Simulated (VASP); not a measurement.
# SbAs2 (Fd-3m) in VASP: further runs, part 2 of 2

VASP 6.6.1. Earlier steps stand in the parts before.

**4. Relaxation of cell and atoms, PBE**

This run uses another cell than the first one, of 26.06 Å³/atom, 1.162 times its volume.

File INCAR:

```
SYSTEM = SbAs2
PREC = Accurate ; ENCUT = 600
EDIFF = 1E-6 ; ISMEAR = 0
SIGMA = 0.1 ; LREAL = .FALSE.
LASPH = .TRUE. ; NELM = 100
ALGO = Normal ; ISIF = 3
LWAVE = .FALSE. ; LCHARG = .FALSE.
GGA = PE ; IBRION = 2
NSW = 90 ; EDIFFG = -0.04
```

File KPOINTS:

```
Automatic mesh
0
G
  4 4 4
  0 0 0
```

File POSCAR:

```
SbAs2
1.0
    0.0000000000      4.2757321500      4.2757321500
    4.2757321500      0.0000000000      4.2757321500
    4.2757321500      4.2757321500      0.0000000000
Sb As
2 4
Direct
    0.5000000000      0.5000000000      0.5000000000
    0.7500000000      0.7500000000      0.7500000000
    0.1250000000      0.1250000000      0.1250000000
    0.6250000000      0.1250000000      0.1250000000
    0.1250000000      0.6250000000      0.1250000000
    0.1250000000      0.1250000000      0.6250000000
```

Potentials or basis: VASP PAW PBE potentials, release 64 (Sb, As).

Command:

```bash
cat potpaw_PBE.64/Sb/POTCAR potpaw_PBE.64/As/POTCAR > POTCAR
mpirun -np 1 vasp_std > vasp.out
```

OUTCAR:

```text
SYSTEM = SbAs2
   PREC = Accurate
   ENCUT = 600
   EDIFF = 1E-6
   ISMEAR = 0
   LREAL = .FALSE.
   LASPH = .TRUE.
   NELM = 100
   ISIF = 3
   GGA = PE
   IBRION = 2
   NSW = 90
   EDIFFG = -0.04

 ion  position               nearest neighbor table
   1  0.500  0.500  0.500-   2 3.70   2 3.70   2 3.70   2 3.70
   2  0.750  0.750  0.750-   1 3.70   1 3.70   1 3.70   1 3.70
   3  0.125  0.125  0.125-
   4  0.625  0.125  0.125-
   5  0.125  0.625  0.125-
   6  0.125  0.125  0.625-

  LATTYP: Found a face centered cubic cell.
 ALAT       =     8.5514643000

  Lattice vectors:

 A1 = (   0.0000000000,   4.2757321500,   4.2757321500)
 A2 = (   4.2757321500,   0.0000000000,   4.2757321500)
 A3 = (   4.2757321500,   4.2757321500,   0.0000000000)

Analysis of symmetry for initial positions (statically):
=====================================================================
 Subroutine PRICEL returns:
 Original cell was already a primitive cell.

 Routine SETGRP: Setting up the symmetry group for a
 face centered cubic supercell.

 Subroutine GETGRP returns: Found 48 space group operations
 (whereof 24 operations were pure point group operations)
 out of a pool of 48 trial point group operations.

The static configuration has the point symmetry T_d .
 The point group associated with its full space group is O_h .

Analysis of symmetry for dynamics (positions and initial velocities):
=====================================================================
 Subroutine PRICEL returns:
 Original cell was already a primitive cell.

 Routine SETGRP: Setting up the symmetry group for a
 face centered cubic supercell.

 Subroutine GETGRP returns: Found 48 space group operations
 (whereof 24 operations were pure point group operations)
 out of a pool of 48 trial point group operations.

The dynamic configuration has the point symmetry T_d .
 The point group associated with its full space group is O_h .

 Subroutine INISYM returns: Found 48 space group operations
 (whereof 24 operations are pure point group operations),
 and found     1 'primitive' translations

----------------------------------------------------------------------------------------

                                     Primitive cell

  volume of cell :     156.3369

  direct lattice vectors                    reciprocal lattice vectors
     0.000000000  4.275732150  4.275732150    -0.116939037  0.116939037  0.116939037
     4.275732150  0.000000000  4.275732150     0.116939037 -0.116939037  0.116939037
     4.275732150  4.275732150  0.000000000     0.116939037  0.116939037 -0.116939037

  length of vectors
     6.046798396  6.046798396  6.046798396     0.202544353  0.202544353  0.202544353

  position of ions in fractional coordinates (direct lattice)
     0.500000000  0.500000000  0.500000000
     0.750000000  0.750000000  0.750000000
     0.125000000  0.125000000  0.125000000
     0.625000000  0.125000000  0.125000000
     0.125000000  0.625000000  0.125000000
     0.125000000  0.125000000  0.625000000

  ion indices of the primitive-cell ions
   primitive index   ion index
                 1           1
                 2           2
                 3           3
                 4           4
                 5           5
                 6           6

----------------------------------------------------------------------------------------

 KPOINTS: Automatic mesh

Automatic generation of k-mesh.
 Grid dimensions read from file:
 generate k-points for:    4    4    4

 Generating k-lattice:

  Cartesian coordinates                     Fractional coordinates (reciprocal lattice)
    -0.029234759  0.029234759  0.029234759     0.250000000  0.000000000  0.000000000
     0.029234759 -0.029234759  0.029234759     0.000000000  0.250000000  0.000000000
     0.029234759  0.029234759 -0.029234759     0.000000000  0.000000000  0.250000000

  Length of vectors
     0.050636088  0.050636088  0.050636088

  Shift w.r.t. Gamma in fractional coordinates (k-lattice)
     0.000000000  0.000000000  0.000000000

 Subroutine IBZKPT returns following result:
 ===========================================

 Found      8 irreducible k-points:

 Following reciprocal coordinates:
            Coordinates               Weight
  0.000000  0.000000  0.000000      1.000000
  0.250000  0.000000  0.000000      8.000000
  0.500000  0.000000  0.000000      4.000000
  0.250000  0.250000  0.000000      6.000000
  0.500000  0.250000  0.000000     24.000000
 -0.250000  0.250000  0.000000     12.000000
  0.500000  0.500000  0.000000      3.000000
 -0.250000  0.500000  0.250000      6.000000
   k-points           NKPTS =      8   k-points in BZ     NKDIM =      8   number of bands    NBANDS=     19
   number of dos      NEDOS =    301   number of ions     NIONS =      6
   total plane-waves  NPLWV = 110592
   dimension x,y,z NGX =    48 NGY =   48 NGZ =   48
   dimension x,y,z NGXF=    96 NGYF=   96 NGZF=   96
   ions per type =               2   4
   NGX,Y,Z   is equivalent  to a cutoff of  13.20, 13.20, 13.20 a.u.
   NGXF,Y,Z  is equivalent  to a cutoff of  26.39, 26.39, 26.39 a.u.
 SYSTEM =  SbAs2
   PREC   = accura    normal or accurate (medium, high low for compatibility)
   ISTART =      0    job   : 0-new  1-cont  2-samecut
   ICHARG =      2    charge: 1-file 2-atom 10-const
   ISPIN  =      1    spin polarized calculation?
   LNONCOLLINEAR =      F non collinear calculations
   LSORBIT =      F    spin-orbit coupling
   LASPH  =      T    aspherical Exc in radial PAW
   ENCUT  =  600.0 eV  44.10 Ry    6.64 a.u.  12.08 12.08 12.08*2*pi/ulx,y,z
   NELM   =    100;   NELMIN=  2; NELMDL= -5     # of ELM steps
   EDIFF  = 0.1E-05   stopping-criterion for ELM
   LREAL  =      F    real-space projection
   EDIFFG = -.4E-01   stopping-criterion for IOM
   NSW    =     90    number of steps for IOM
   IBRION =      2    ionic relax: 0-MD 1-quasi-New 2-CG
   NFREE  =      1    steps in history (QN), initial steepest desc. (CG)
   ISIF   =      3    stress and relaxation
   ISYM   =      2    0-nonsym 1-usesym 2-fastsym
   POTIM  = 0.5000    time-step for ionic-motion
   TEBEG  =    0.0;   TEEND  =   0.0 temperature during run
   PSTRESS=    0.0 pullay stress
   NELECT =      30.0000    total number of electrons
   NUPDOWN=      -1.0000    fix difference up-down
   EMIN   =  10.00;   EMAX   =-10.00  energy-range for DOS
   EFERMI =   0.00;   METHOD = LEGACY
   ISMEAR =     0;   SIGMA  =   0.10  broadening in eV -4-tet -1-fermi 0-gaus
   EFERMI_NEDOS =   21; number of points for ismear=-14 and -15
   IALGO  =     38    algorithm
   IMIX   =      4    mixing-type and parameters
     AMIX     =   0.40;   BMIX     =  1.00
     AMIX_MAG =   1.60;   BMIX_MAG =  1.00
  volume/ion in A,a.u.               =      26.06       175.84
  Fermi-wavevector in a.u.,A,eV,Ry     =   0.944267  1.784406 12.131498  0.891640
  Thomas-Fermi vector in A             =   2.072055
   LORBIT       =      0    0 simple, 1 ext, 2 COOP (PROOUT), +10 PAW based schemes
   GGA     = PE    functional components
   LHFCALC =     F    Hartree Fock is set to
   AEXX    =    0.0000 exact exchange contribution
   IVDW    =     0    specifies the selected vdW correction
   LEPSILON=     F    determine dielectric tensor
   LRPA    =     F    only Hartree local field effects (RPA)
 conjugate gradient relaxation of ions
 non-spin polarized calculation
 Gauss-broadening in eV      SIGMA  =   0.10
  energy-cutoff  :      600.00
  volume of cell :      156.34
 maximum number of plane-waves:      5238
   NGX = 25   NGY = 25   NGZ = 25

--------------------------------------- Ionic step        1  -------------------------------------------

 number of electron      30.0000004 magnetization

 Free energy of the ion-electron system (eV)
  ---------------------------------------------------
  ext. energy  EPLUGINS =         0.00000000
  ---------------------------------------------------
  free energy    TOTEN  =       -23.64120189 eV

  energy without entropy =      -23.63073960  energy(sigma->0) =      -23.63597075

 E-fermi :   5.5704     XC(G=0):  -9.7576

 val. band max:        5.5666579517   @ k =   0.2500   0.0000   0.0000
 cond. band min:       5.6549057179   @ k =   0.2500   0.2500   0.0000
 fundamental gap:      0.0882477662
 Fermi energy:         5.5703658022

 k-point     1 :       0.0000    0.0000    0.0000
  band No.  band energies     occupation
      1      -7.9241      2.00000
      2      -4.1068      2.00000
      3      -4.1068      2.00000
      4      -4.1068      2.00000
      5      -3.5742      2.00000
      6      -2.6107      2.00000
[... 11 lines left out ...]
     18       7.1923      0.00000
     19       7.8342      0.00000
[... 229 lines left out ...]
  energy  without entropy=      -24.2330601139  energy(sigma->0) =      -24.23832130

--------------------------------------- Ionic step        3  -------------------------------------------

 number of electron      30.0000002 magnetization

 Free energy of the ion-electron system (eV)
  ---------------------------------------------------
  ext. energy  EPLUGINS =         0.00000000
  ---------------------------------------------------
  free energy    TOTEN  =       -24.29059879 eV

  energy without entropy =      -24.28141438  energy(sigma->0) =      -24.28600659

 E-fermi :   7.3094     XC(G=0): -10.4259

 val. band max:        7.2973698479   @ k =   0.2500   0.0000   0.0000
 cond. band min:       7.4093434569   @ k =   0.2500   0.2500   0.0000
 fundamental gap:      0.1119736089
 Fermi energy:         7.3093828865

 k-point     1 :       0.0000    0.0000    0.0000
  band No.  band energies     occupation
      1      -7.3830      2.00000
      2      -2.4657      2.00000
      3      -2.4657      2.00000
      4      -2.4657      2.00000
      5      -2.0176      2.00000
      6      -0.9492      2.00000
[... 11 lines left out ...]
     18       9.3746      0.00000
     19      10.0801      0.00000
[... 185 lines left out ...]
  FREE ENERGIE OF THE ION-ELECTRON SYSTEM (eV)
  ---------------------------------------------------
  free  energy   TOTEN  =       -24.2905987915 eV

  energy  without entropy=      -24.2814143830  energy(sigma->0) =      -24.28600659

 reached required accuracy - stopping structural energy minimisation
```

Wall time 1.8 min (1 thread of Intel Xeon Platinum 8375C at 2.90GHz (Ice Lake), shared host); peak memory 0.34 GiB.

Results:

```
Free energy                            : -24.2906 eV
Relaxed volume                         : 22.28 Å³/atom
Relaxed cell                           : a = 5.740 Å, b = 5.740 Å, c = 5.740 Å, α = 60.00°, β = 60.00°, γ = 60.00°
Space group after relaxing (to 0.05 Å) : Fd-3m (No. 227)
Energy gained by relaxing              : 108.2 meV/atom
Ionic steps                            : 3
Pressure after relaxing                : 0.0 GPa
Band gap on the k mesh                 : zero (band 15 reaches 7.54 eV, above the bottom of band 16 at 6.13 eV)
```

The path:
```csv
step,energy change (eV),largest force (eV/Å),pressure (GPa),volume (Å³)
1,0.0000,0.0000,-8.02,156.34
2,-0.6024,0.0000,3.05,128.66
3,-0.6494,0.0000,0.04,133.71
```

Final structure:
```yaml
crystal:
  lattice:
    - [0.00000, 4.05857, 4.05857]
    - [4.05857, 0.00000, 4.05857]
    - [4.05857, 4.05857, 0.00000]
  atoms:
    - { symbol: Sb, position: [0.50000, 0.50000, 0.50000] }
    - { symbol: Sb, position: [0.75000, 0.75000, 0.75000] }
    - { symbol: As, position: [0.12500, 0.12500, 0.12500] }
    - { symbol: As, position: [0.62500, 0.12500, 0.12500] }
    - { symbol: As, position: [0.12500, 0.62500, 0.12500] }
    - { symbol: As, position: [0.12500, 0.12500, 0.62500] }
```

Caveat: spin-orbit coupling is left out, which moves the levels of the heavy elements.

**5. Single point, PBE**

This run uses another cell than the first one, of 22.14 Å³/atom, 0.987 times its volume.

File INCAR:

```
SYSTEM = SbAs2
ALGO = Normal
EDIFF = 1E-7
ENCUT = 520
GGA = PE
ISIF = 2
ISMEAR = 0
LASPH = .TRUE.
LCHARG = .FALSE.
LREAL = .FALSE.
LWAVE = .FALSE.
NBANDS = 24
NELM = 60
PREC = Accurate
SIGMA = 0.1
```

File KPOINTS:

```
k-points
0
G
  8 8 8
  0 0 0
```

File POSCAR:

```
SbAs2
1.0
    0.0000000000      4.0496469826      4.0496469826
    4.0496469826      0.0000000000      4.0496469826
    4.0496469826      4.0496469826      0.0000000000
Sb As
2 4
Direct
    0.0000000000      0.0000000000      0.0000000000
    0.2500000000      0.2500000000      0.2500000000
    0.6250000000      0.6250000000      0.6250000000
    0.1250000000      0.6250000000      0.6250000000
    0.6250000000      0.1250000000      0.6250000000
    0.6250000000      0.6250000000      0.1250000000
```

Command:

```bash
cat potpaw_PBE.64/Sb/POTCAR potpaw_PBE.64/As/POTCAR > POTCAR
mpirun -np 1 vasp_std > vasp.out
```

Wall time 2.3 min (1 thread of Intel Xeon Platinum 8375C at 2.90GHz (Ice Lake), shared host); peak memory 0.35 GiB.

It converged, with:

| Quantity | Value |
| --- | --- |
| Free energy | -24.1033 eV |
| Pressure | -0.1 GPa |
| Band gap on the k mesh | zero (band 15 reaches 7.61 eV, above the bottom of band 16 at 6.22 eV) |

Levels at points of the mesh, in eV from the Fermi level:
| k point | band 13 | band 14 | band 15 | band 16 | band 17 | band 18 |
| --- | --- | --- | --- | --- | --- | --- |
| (0.00, 0.00, 0.00) | -2.58 | -2.58 | -2.58 | 2.36 | 2.36 | 2.36 |
| (0.50, 0.00, 0.00) | -1.62 | -1.62 | -0.30 | 0.01 | 1.23 | 1.23 |
| (0.50, 0.50, 0.00) | -1.04 | -1.04 | -0.88 | -0.88 | 0.55 | 0.55 |

Caveat: spin-orbit coupling is left out, which moves the levels of the heavy elements.

**6. Summary**

| task | cell | k mesh | cutoff (eV) | gap on the mesh (eV) | pressure (GPa) |
| --- | --- | --- | --- | --- | --- |
| single point | a = 5.752 Å, angles 60.0°, 6 atoms | 4 × 4 × 4 | 520 | none | -0.4 |
| single point | a = 6.047 Å, angles 60.0°, 6 atoms | 4 × 4 × 4 | 520 | none | -8.0 |
| relaxation of cell and atoms | relaxed from a = 6.047 Å, angles 60.0°, 6 atoms | 4 × 4 × 4 | 600 | none | 0.0 |
| single point | a = 5.727 Å, angles 60.0°, 6 atoms | 8 × 8 × 8 | 520 | none | -0.1 |

Alike in all rows: level PBE; potentials or basis VASP PAW PBE potentials, release 64 (Sb, As); no spin polarisation; smearing gaussian 0.1 eV.

Caveats: spin-orbit coupling is left out, which moves the levels of the heavy elements.

Absolute energies hang on the potentials; compare differences alone.
